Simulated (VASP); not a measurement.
Here is a VASP 6.6.1 calculation.

File INCAR:

```
  ALGO = Normal
  EDIFF = 1E-6
  ENCUT = 1340
  GGA = PE
  GGA_COMPAT = False
  ISIF = 2
  ISMEAR = -1
  LASPH = True
  LCHARG = False
  LREAL = False
  LWAVE = False
  NBANDS = 51
  NELM = 120
  PREC = Accurate
  SIGMA = 0.05
```

The input KPOINTS:

```
k-points
0
Gamma
  3 2 2
```

File POSCAR:

```
BaTiO3
1.0
    0.0000000000     -2.8370500000     -2.8458000000
   -3.9841000000      2.8370500000     -2.8458000000
    3.9841000000      2.8370500000     -2.8458000000
Ba Ti O
2 2 6
Direct
    0.0148275600      0.5234218200      0.4959489100
    0.9851724400      0.9765781800      0.0040510900
    0.4694877500      0.0034791500      0.4981254400
    0.5147122500      0.4886208500      0.9939745600
    0.4861290400      0.2541884600      0.2805196700
    0.5296709600      0.7537115400      0.7273803300
    0.4350219600      0.8166803800      0.2799618100
    0.5599580400      0.1896096200      0.7263281900
    0.0211442800      0.0015745600      0.5051000400
    0.9914357200      0.4959154400      0.9923899600
```

Potentials or basis: VASP PAW PBE potentials, release 64 (Ba_sv, Ti_sv, O_h).

Launch:

```sh
$ cat potpaw_PBE.64/Ba_sv/POTCAR potpaw_PBE.64/Ti_sv/POTCAR potpaw_PBE.64/O_h/POTCAR > POTCAR
$ mpirun -np 1 vasp_std > vasp.out
```

Predict the largest force.

11.533 eV/Å.

Predict the band gap on the k mesh.

0.66 eV.

Predict the pressure.

19.4 GPa.

Stress tensor (GPa, compression positive):
```
 11.64  -0.67  -1.85
 -0.67  20.71 -10.56
 -1.85 -10.56  26.00
```

Caveat: the k points lie up to 0.56 Å⁻¹ apart; spin-orbit coupling is left out, which moves the levels of the heavy elements; forces of over 1 eV/Å act on the atoms, so gaps and moduli don't describe the material at rest. A k mesh can miss the band edges.
